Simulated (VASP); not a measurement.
Runs of VASP 6.6.1 on PbSe. The structure is that of space group Pm-3m (No. 221), or close to it. The cells are those of the table. 

| cell | gap on the mesh (eV) | pressure (GPa) |
| --- | --- | --- |
| a = 3.784 Å, 2 atoms | 0.22 | -3.1 |
| a = 3.834 Å, 2 atoms | (b) | -4.6 |
| a = 3.883 Å, 2 atoms | 0.29 | (c) |
| a = 3.733 Å, 2 atoms | 0.15 | -1.2 |
| a = 3.681 Å, 2 atoms | (a) | 1.0 |

Alike in all rows: task single point; level PBEsol; potentials or basis VASP PAW PBE potentials, release 64 (Pb_d, Se); no spin polarisation; k mesh 5 × 5 × 5; cutoff (eV) 500; smearing fermi-dirac 0.1 eV.

Q: Estimate the missing entries.

A: (a) 0.01; (b) 0.26; (c) -5.9.

Caveats: the PAW data sets were made with another functional, which shifts forces and pressure a little; spin-orbit coupling is left out, which moves the levels of the heavy elements.

A k mesh can miss the band edges, and the runs leave out spin-orbit coupling on Pb, Se.
